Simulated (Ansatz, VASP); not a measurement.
# Al in VASP and in Ansatz

```xyz
4
Lattice="2.7519 0.0000 0.0000 -1.3760 2.3832 0.0000 0.0000 0.0000 9.1144" Properties=species:S:1:pos:R:3 pbc="T T T"
Al    2.7519    0.0000    9.1144
Al    2.7519    0.0000    4.5572
Al    0.0000    1.5888    2.2786
Al    1.3760    0.7944    6.8358
```

Alike in both runs: task single point; functional PBEsol; k mesh 14 × 14 × 4; occupations fermi-dirac, width 0.1 eV; no spin polarisation.

|  | VASP | Ansatz |
| --- | --- | --- |
| version | VASP 6.6.1 | Ansatz 0.2.0 |
| potentials or method | VASP PAW PBE potentials, release 64 (Al), cutoff 520 eV | plane waves (420 eV) with PAW, scalar-relativistic |
| valence electrons in the cell | 12 | 12 |

Ansatz gave:

| Item | Value |
| --- | --- |
| pressure (GPa) | 8.1 |
| traceless stress, the component that is largest in VASP (GPa) | -0.10 |

Problem. What did VASP give for the same quantities?

Solution. Pressure (GPa): 8.2; traceless stress, the component that is largest in VASP (GPa): -0.11.

VASP's potentials were made for PBE, not for PBEsol, and Ansatz warns of the same on its side. With one functional, cell and mesh, what is left measures potentials, basis and numerics.
